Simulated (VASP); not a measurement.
BiAs (rocksalt type):

```
CELL_PARAMETERS angstrom
0.00000 2.80779 2.80779
2.80779 0.00000 2.80779
2.80779 2.80779 0.00000
ATOMIC_POSITIONS crystal
Bi 0.00000 0.00000 0.00000
As 0.50000 0.50000 0.50000
```

```yaml
Program: VASP 6.6.1
Task: relaxation of cell and atoms
Functional: PBE
Potentials_or_basis: VASP PAW PBE potentials, release 64 (Bi_d, As)
Cutoff: 600 eV
k_mesh: 13 × 13 × 13
Occupations: fermi-dirac, width 0.05 eV
Spin: no spin polarisation
```

At the start: pressure 21.9 GPa; volume 22.14 Å³/atom.

**Question.** Where does the relaxation end?

**Answer.** Over 4 steps the energy falls by 299.7 meV/atom and the volume is 27.45 Å³/atom (+24.0 %); space group Fm-3m (No. 225, to 0.05 Å).

The path:
```tsv
step	energy change (eV)	largest force (eV/Å)	pressure (GPa)	volume (Å³)
1	0.0000	0.0000	21.92	44.27
2	-0.2573	0.0000	-7.78	66.64
3	-0.5993	0.0000	-0.25	55.12
4	-0.5995	0.0000	0.02	54.89
```

Final structure:
```
CELL_PARAMETERS angstrom
0.00000 3.01641 3.01641
3.01641 0.00000 3.01641
3.01641 3.01641 0.00000
ATOMIC_POSITIONS crystal
Bi 0.00000 0.00000 0.00000
As 0.50000 0.50000 0.50000
```

Caveat: the volume moved by over 15 % at a fixed basis, so the end points are rough.
